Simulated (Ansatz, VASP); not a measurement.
**Two plane-wave programs on Sb**

File INCAR:

```
PREC     = Accurate       # precision mode
ENCUT    = 520            # plane-wave cutoff, eV
EDIFF    = 1E-6           # SCF threshold, eV
ISMEAR   = 0              # smearing method
SIGMA    = 0.028000000000000004 # smearing width, eV
LREAL    = False          # projectors in reciprocal space
LASPH    = True           # aspherical terms in the spheres
NELM     = 100            # most SCF steps
ALGO     = Normal         # electronic algorithm
ISIF     = 2              # what is computed and relaxed
LWAVE    = False          # write WAVECAR
LCHARG   = False          # write CHGCAR
GGA      = PE             # functional
NBANDS   = 8              # bands
```

KPOINTS

```
regular mesh
0
Gamma
  12 12 12
```

POSCAR

```
Sb
1.0
   -1.5765401831      1.5765401831      2.7119384313
    1.5765401831     -1.5765401831      2.7119384313
    1.5765401831      1.5765401831     -2.7119384313
Sb
1
Direct
    0.0000000000      0.0000000000      0.0000000000
```

input.yaml

```yaml
crystal:
  lattice:
    - [-1.5765401831, 1.5765401831, 2.7119384313]
    - [1.5765401831, -1.5765401831, 2.7119384313]
    - [1.5765401831, 1.5765401831, -2.7119384313]
  atoms:
    - { symbol: Sb, position: [0.0, 0.0, 0.0] }
hamiltonian:
  xc: pbe
  pseudopotentials: { kind: paw }
kpoints:
  mp_grid: { grid: [12, 12, 12] }
scf:
  occupations: { method: gaussian, width: 0.028 }
output:
  forces: true
  stress: true
  eigenvalues: true
  write_density: true
  write_potential: true
  elf: true
  volumetric_format: npy
```

Alike in both runs: task single point; functional PBE; k mesh 12 × 12 × 12; occupations gaussian, width 0.028 eV; no spin polarisation.

```csv
,VASP,Ansatz
version,VASP 6.6.1,Ansatz 0.2.0
potentials or method,"VASP PAW PBE potentials, release 64 (Sb)",Ansatz PAW
plane-wave cutoff (eV),520,420
valence electrons in the cell,5,15
```

|  | VASP | Ansatz | Ansatz less VASP |
| --- | --- | --- | --- |
| gap on the k mesh at the Fermi level (eV) | none | none | - |
| pressure (GPa) | 1.7 | 1.8 | +0.11 |
| traceless stress, the component that is largest in VASP (GPa) | -0.46 | -0.45 | +0.007 |

A gap of «none» marks a metal or a gap that the smearing closes. The functional is the same, so the differences come from potentials, cutoffs and numerics. VASP's potentials hold 5 valence electrons a cell and Ansatz's 15, so a difference there can come from the potentials and not from the codes.

Spin-orbit coupling is off throughout.
